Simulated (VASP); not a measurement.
# In (Im-3m) in VASP: settings compared, part 2 of 2

VASP 6.6.1. Earlier steps stand in the parts before.

## (4) Single point, PBE0

This run uses another cell than the first one, of 28.29 Å³/atom.

POSCAR reads:

```
In
1.0
   -1.9194468732      1.9194468732      1.9194468732
    1.9194468732     -1.9194468732      1.9194468732
    1.9194468732      1.9194468732     -1.9194468732
In
1
Direct
    0.0000000000      0.0000000000      0.0000000000
```

INCAR.step1 reads:

```
SYSTEM = In
PREC     = Accurate       ! precision mode
ENCUT    = 520            ! plane-wave cutoff, eV
EDIFF    = 1E-5           ! SCF threshold, eV
ISMEAR   = -1             ! smearing method
SIGMA    = 0.05           ! smearing width, eV
LREAL    = .False.        ! projectors in reciprocal space
LASPH    = .True.         ! aspherical terms in the spheres
NELM     = 60             ! most SCF steps
ALGO     = Normal         ! electronic algorithm
ISIF     = 2              ! what is computed and relaxed
LWAVE    = .True.         ! write WAVECAR
LCHARG   = .False.        ! write CHGCAR
NBANDS   = 12             ! bands
GGA      = PE             ! functional
```

INCAR.step2 reads:

```
SYSTEM = In
PREC     = Accurate       ! precision mode
ENCUT    = 520            ! plane-wave cutoff, eV
EDIFF    = 1E-6           ! SCF threshold, eV
ISMEAR   = -1             ! smearing method
SIGMA    = 0.05           ! smearing width, eV
LREAL    = .False.        ! projectors in reciprocal space
LASPH    = .True.         ! aspherical terms in the spheres
NELM     = 60             ! most SCF steps
ALGO     = Normal         ! electronic algorithm
ISIF     = 2              ! what is computed and relaxed
LWAVE    = .False.        ! write WAVECAR
LCHARG   = .False.        ! write CHGCAR
GGA      = PE             ! functional
LHFCALC  = .True.         ! exact exchange
AEXX     = 0.25           ! exact-exchange fraction
PRECFOCK = Normal       
NBANDS   = 12             ! bands
ISTART   = 1
```

KPOINTS reads:

```
regular mesh
0
Gamma
  6 6 6
  0 0 0
```

Potentials or basis: VASP PAW PBE potentials, release 64 (In_d).

Started as:

```bash
> cat potpaw_PBE.64/In_d/POTCAR > POTCAR
> cp INCAR.step1 INCAR
> mpirun -np 1 vasp_std > vasp.out
> cp INCAR.step2 INCAR
> mpirun -np 1 vasp_std > vasp.out
```

OUTCAR:

```text
SYSTEM = In
   PREC = Accurate
   ENCUT = 520
   EDIFF = 1E-6
   ISMEAR = -1
   LREAL = .False.
   LASPH = .True.
   NELM = 60
   ISIF = 2
   GGA = PE
   LHFCALC = .True.
   AEXX = 0.25
   PRECFOCK = Normal
   ISTART = 1

 ion  position               nearest neighbor table
   1  0.000  0.000  0.000-

  LATTYP: Found a body centered cubic cell.
 ALAT       =     3.8388937464

  Lattice vectors:

 A1 = (  -1.9194468732,   1.9194468732,   1.9194468732)
 A2 = (   1.9194468732,  -1.9194468732,   1.9194468732)
 A3 = (   1.9194468732,   1.9194468732,  -1.9194468732)

Analysis of symmetry for initial positions (statically):
=====================================================================
 Subroutine PRICEL returns:
 Original cell was already a primitive cell.

 Routine SETGRP: Setting up the symmetry group for a
 body centered cubic supercell.

 Subroutine GETGRP returns: Found 48 space group operations
 (whereof 48 operations were pure point group operations)
 out of a pool of 48 trial point group operations.

The static configuration has the point symmetry O_h .

Analysis of symmetry for dynamics (positions and initial velocities):
=====================================================================
 Subroutine PRICEL returns:
 Original cell was already a primitive cell.

 Routine SETGRP: Setting up the symmetry group for a
 body centered cubic supercell.

 Subroutine GETGRP returns: Found 48 space group operations
 (whereof 48 operations were pure point group operations)
 out of a pool of 48 trial point group operations.

The dynamic configuration has the point symmetry O_h .

 Subroutine INISYM returns: Found 48 space group operations
 (whereof 48 operations are pure point group operations),
 and found     1 'primitive' translations

----------------------------------------------------------------------------------------

                                     Primitive cell

  volume of cell :      28.2871

  direct lattice vectors                    reciprocal lattice vectors
    -1.919446873  1.919446873  1.919446873     0.000000000  0.260491711  0.260491711
     1.919446873 -1.919446873  1.919446873     0.260491711  0.000000000  0.260491711
     1.919446873  1.919446873 -1.919446873     0.260491711  0.260491711  0.000000000

  length of vectors
     3.324579507  3.324579507  3.324579507     0.368390910  0.368390910  0.368390910

  position of ions in fractional coordinates (direct lattice)
     0.000000000  0.000000000  0.000000000

  ion indices of the primitive-cell ions
   primitive index   ion index
                 1           1

----------------------------------------------------------------------------------------

 KPOINTS: regular mesh

Automatic generation of k-mesh.
 Grid dimensions read from file:
 generate k-points for:    6    6    6

 Generating k-lattice:

  Cartesian coordinates                     Fractional coordinates (reciprocal lattice)
     0.000000000  0.043415285  0.043415285     0.166666667  0.000000000  0.000000000
     0.043415285  0.000000000  0.043415285     0.000000000  0.166666667  0.000000000
     0.043415285  0.043415285  0.000000000     0.000000000  0.000000000  0.166666667

  Length of vectors
     0.061398485  0.061398485  0.061398485
[... 32 lines left out ...]
   ions per type =               1
   NGX,Y,Z   is equivalent  to a cutoff of  14.00, 14.00, 14.00 a.u.
   NGXF,Y,Z  is equivalent  to a cutoff of  28.00, 28.00, 28.00 a.u.
 SYSTEM =  In
   PREC   = accura    normal or accurate (medium, high low for compatibility)
   ISTART =      1    job   : 0-new  1-cont  2-samecut
   ICHARG =      0    charge: 1-file 2-atom 10-const
   ISPIN  =      1    spin polarized calculation?
   LNONCOLLINEAR =      F non collinear calculations
   LSORBIT =      F    spin-orbit coupling
   LASPH  =      T    aspherical Exc in radial PAW
   ENCUT  =  520.0 eV  38.22 Ry    6.18 a.u.   6.18  6.18  6.18*2*pi/ulx,y,z
   NELM   =     60;   NELMIN=  2; NELMDL=  0     # of ELM steps
   EDIFF  = 0.1E-05   stopping-criterion for ELM
   LREAL  =      F    real-space projection
   EDIFFG = 0.1E-04   stopping-criterion for IOM
   NSW    =      0    number of steps for IOM
   IBRION =     -1    ionic relax: 0-MD 1-quasi-New 2-CG
   NFREE  =      0    steps in history (QN), initial steepest desc. (CG)
   ISIF   =      2    stress and relaxation
   ISYM   =      3    0-nonsym 1-usesym 2-fastsym
   POTIM  = 0.5000    time-step for ionic-motion
   TEBEG  =    0.0;   TEEND  =   0.0 temperature during run
   PSTRESS=    0.0 pullay stress
   NELECT =      13.0000    total number of electrons
   NUPDOWN=      -1.0000    fix difference up-down
   EMIN   =  10.00;   EMAX   =-10.00  energy-range for DOS
   EFERMI =   0.00;   METHOD = LEGACY
   ISMEAR =    -1;   SIGMA  =   0.05  broadening in eV -4-tet -1-fermi 0-gaus
   EFERMI_NEDOS =   21; number of points for ismear=-14 and -15
   IALGO  =     38    algorithm
   IMIX   =      1    mixing-type and parameters
     AMIX     =   0.40;   BMIX     =  1.00
     AMIX_MAG =   1.60;   BMIX_MAG =  1.00
  volume/ion in A,a.u.               =      28.29       190.89
  Fermi-wavevector in a.u.,A,eV,Ry     =   1.263358  2.387401 21.715906  1.596074
  Thomas-Fermi vector in A             =   2.396719
   LORBIT       =      0    0 simple, 1 ext, 2 COOP (PROOUT), +10 PAW based schemes
   GGA     = PE    functional components
   LHFCALC =     T    Hartree Fock is set to
   PRECFOCK=normal    Normal, Fast or Accurate (Low or Medium for compatibility)
   ENCUT4O =  -1.0   cutoff for four orbital integrals eV
   NKREDX  =     1    reduce k-point grid by
   NKREDY  =     1    reduce k-point grid by
   NKREDZ  =     1    reduce k-point grid by
   AEXX    =    0.2500 exact exchange contribution
   HFSCREEN=    0.0000 screening length (either q_TF or 0.3 A-1)
   HFSCREENC=   0.0000 screening length for correlation (either q_TF or 0.3 A-1)
   ENCUTFOCK=  -1.0 apply spherical cutoff to Coloumb kernel
   IVDW    =     0    specifies the selected vdW correction
   LEPSILON=     F    determine dielectric tensor
   LRPA    =     F    only Hartree local field effects (RPA)
 non-spin polarized calculation
  energy-cutoff  :      520.00
  volume of cell :       28.29
 maximum number of plane-waves:       780
 NGX is ok and might be reduce to    28
  NGX = 20; NGY = 20; NGZ = 20

 number of electron      13.0000006 magnetization

 Free energy of the ion-electron system (eV)
  ---------------------------------------------------
  ext. energy  EPLUGINS =         0.00000000
  ---------------------------------------------------
  free energy    TOTEN  =        -3.20698349 eV

  energy without entropy =       -3.20279713  energy(sigma->0) =       -3.20489031

 E-fermi :   6.6588     XC(G=0):  -7.8202

 val. band max:        5.8990532484   @ k =   0.5000   0.5000   0.3333
 cond. band min:       6.7560778693   @ k =  -0.3333   0.5000   0.1667
 fundamental gap:      0.8570246209
 Fermi energy:         6.6587824193

 k-point     1 :       0.0000    0.0000    0.0000
  band No.  band energies     occupation
      1     -10.4741      2.00000
      2     -10.4741      2.00000
      3     -10.4741      2.00000
      4     -10.2404      2.00000
      5     -10.2404      2.00000
      6      -4.0571      2.00000
      7      18.3101      0.00000
      8      18.3101      0.00000
      9      18.3101      0.00000
     10      20.5081      0.00000
     11      20.5081      0.00000
     12      20.5081      0.00000
[... 211 lines left out ...]
 k-point    16 :       0.5000    0.5000    0.5000
  band No.  band energies     occupation
      1     -10.5555      2.00000
      2     -10.5555      2.00000
      3     -10.1314      2.00000
      4     -10.1314      2.00000
      5     -10.1314      2.00000
      6       7.7201      0.00000
      7       8.3599      0.00000
      8       8.3599      0.00000
      9       8.3599      0.00000
     10      12.4072      0.00000
     11      12.4072      0.00000
     12      27.2403      0.00000

------------------------ aborting loop because EDIFF is reached ----------------------------------------

  FORCE on cell =-STRESS in cart. coord.  units (eV):
  Direction    XX          YY          ZZ          XY          YZ          ZX
  --------------------------------------------------------------------------------------
  -------------------------------------------------------------------------------------
  Total       -0.5117555     -0.5117555     -0.5117555     -0.0000000     -0.0000000      0.0000000
  in kB      -28.9857704    -28.9857704    -28.9857704     -0.0000000     -0.0000000      0.0000000
  external PRESSURE =     -28.9857704 kB  Pullay stress =       0.0000000 kB

 VOLUME and BASIS-vectors are now :
 -----------------------------------------------------------------------------
  energy-cutoff  :      520.00
  volume of cell :       28.29
      direct lattice vectors                 reciprocal lattice vectors
    -1.919446873  1.919446873  1.919446873     0.000000000  0.260491711  0.260491711
     1.919446873 -1.919446873  1.919446873     0.260491711  0.000000000  0.260491711
     1.919446873  1.919446873 -1.919446873     0.260491711  0.260491711  0.000000000

 POSITION                                       TOTAL-FORCE (eV/Angst)
 -----------------------------------------------------------------------------------
      0.00000      0.00000      0.00000        -0.000000     -0.000000     -0.000000
 -----------------------------------------------------------------------------------
    total drift:                               -0.000000      0.000000      0.000000

  FREE ENERGIE OF THE ION-ELECTRON SYSTEM (eV)
  ---------------------------------------------------
  free  energy   TOTEN  =        -3.2069834894 eV

  energy  without entropy=       -3.2027971289  energy(sigma->0) =       -3.20489031
```

Wall time 16 min (1 thread of Intel Xeon Platinum 8259CL at 2.50GHz (Skylake/Cascade Lake), shared host); peak memory 0.17 GiB.

What came out:

```yaml
Free_energy: -3.2070 eV
Pressure: -2.9 GPa
Band_gap_on_the_k_mesh: zero (an odd number of electrons rules out a gap without spin polarisation)
```

Caveat: the k points lie up to 0.39 Å⁻¹ apart, too coarse for converged energies and pressures of a metal; the PAW data sets were made with another functional, which shifts forces and pressure a little; spin-orbit coupling is left out, which moves the levels of the heavy elements.

## (5) Single point, PBE0

This run uses another cell than the first one, of 28.29 Å³/atom.

POSCAR is that of step 4.

INCAR.step1 is that of step 4.

INCAR.step2 is that of step 4.

KPOINTS is that of step 4.

Started as:

```bash
> cat potpaw_PBE.64/In_d/POTCAR > POTCAR
> cp INCAR.step1 INCAR
> mpirun -np 1 vasp_std > vasp.out
> cp INCAR.step2 INCAR
> mpirun -np 1 vasp_std > vasp.out
```

Wall time 17 min (1 thread of Intel Xeon 8259CL, shared host); peak memory 0.18 GiB.

Results (log left out):

| Quantity | Value |
| --- | --- |
| Free energy | -3.2070 eV |
| Pressure | -2.9 GPa |
| Band gap on the k mesh | zero (an odd number of electrons rules out a gap without spin polarisation) |

Levels at points of the mesh, in eV from the Fermi level:
```tsv
k point	band 3	band 4	band 5	band 6	band 7	band 8	band 9	band 10
(0.00, 0.00, 0.00)	-17.13	-16.90	-16.90	-10.72	11.65	11.65	11.65	13.85
(0.50, 0.00, 0.00)	-16.91	-16.90	-16.76	-4.79	-3.72	6.58	8.06	10.63
(0.50, 0.50, 0.50)	-16.79	-16.79	-16.79	1.06	1.70	1.70	1.70	5.75
```

Caveat: the k points lie up to 0.39 Å⁻¹ apart, too coarse for converged energies and pressures of a metal; the PAW data sets were made with another functional, which shifts forces and pressure a little; spin-orbit coupling is left out, which moves the levels of the heavy elements.

## (6) Single point, HSE06

This run uses another cell than the first one, of 26.69 Å³/atom.

POSCAR reads:

```
In
1.0
   -1.8825252400      1.8825252400      1.8825252400
    1.8825252400     -1.8825252400      1.8825252400
    1.8825252400      1.8825252400     -1.8825252400
In
1
Direct
    0.0000000000      0.0000000000      0.0000000000
```

INCAR.step1 reads:

```
PREC = Accurate ; ENCUT = 520
EDIFF = 1E-5 ; ISMEAR = 1
SIGMA = 0.05 ; LREAL = False
LASPH = True ; NELM = 100
ALGO = Normal ; ISIF = 2
LWAVE = True ; LCHARG = False
GGA = PE ; NBANDS = 12
```

INCAR.step2 reads:

```
PREC = Accurate ; ENCUT = 520
EDIFF = 1E-6 ; ISMEAR = 1
SIGMA = 0.05 ; LREAL = False
LASPH = True ; NELM = 100
ALGO = Normal ; ISIF = 2
LWAVE = False ; LCHARG = False
GGA = PE ; LHFCALC = True
HFSCREEN = 0.2079 ; PRECFOCK = Normal
ISTART = 1 ; NBANDS = 12
```

KPOINTS reads:

```
regular mesh
0
Gamma
  7 7 7
```

Potentials or basis: VASP PAW PBE potentials, release 64 (In_d).

Started as:

```bash
> cat potpaw_PBE.64/In_d/POTCAR > POTCAR
> cp INCAR.step1 INCAR
> mpirun -np 1 vasp_std > vasp.out
> cp INCAR.step2 INCAR
> mpirun -np 1 vasp_std > vasp.out
```

Wall time 21 min (1 thread of AMD EPYC 7R13 (Zen 3), shared host); peak memory 0.23 GiB.

It converged, with:

| Item | Value |
| --- | --- |
| Free energy | -2.8566 eV |
| Pressure | -0.1 GPa |
| Band gap on the k mesh | zero (an odd number of electrons rules out a gap without spin polarisation) |

Levels at points of the mesh, in eV from the Fermi level:
| k point | band 2 | band 3 | band 4 | band 5 | band 6 | band 7 | band 8 | band 9 | band 10 | band 11 |
| --- | --- | --- | --- | --- | --- | --- | --- | --- | --- | --- |
| (0.00, 0.00, 0.00) | -16.86 | -16.86 | -16.59 | -16.59 | -10.79 | 11.80 | 11.80 | 11.80 | 13.58 | 13.58 |

Caveat: the PAW data sets were made with another functional, which shifts forces and pressure a little; spin-orbit coupling is left out, which moves the levels of the heavy elements.

## (7) Summary

```tsv
level	cell	k mesh	smearing	screening parameter	gap on the mesh (eV)	pressure (GPa)
PBE0	a = 3.304 Å, angles 109.5°, 1 atom	6 × 6 × 6	fermi-dirac 0.05 eV	-	none	-2.3
HSE06	a = 3.325 Å, angles 109.5°, 1 atom	6 × 6 × 6	fermi-dirac 0.05 eV	0.2079 1/Å	none	-3.1
PBE0	a = 3.325 Å, angles 109.5°, 1 atom	6 × 6 × 6	fermi-dirac 0.05 eV	-	none	-2.9
HSE06	a = 3.261 Å, angles 109.5°, 1 atom	7 × 7 × 7	methfessel-paxton 0.05 eV	0.2079 1/Å	none	-0.1
```

Alike in all rows: task single point; potentials or basis VASP PAW PBE potentials, release 64 (In_d); no spin polarisation; cutoff (eV) 520.

Caveats: some runs use coarse meshes; the PAW data sets were made with another functional, which shifts forces and pressure a little; spin-orbit coupling is left out, which moves the levels of the heavy elements.

Absolute energies hang on the potentials; compare differences alone.

The gap in the log of VASP goes by the Fermi energy; the results here count the filled bands.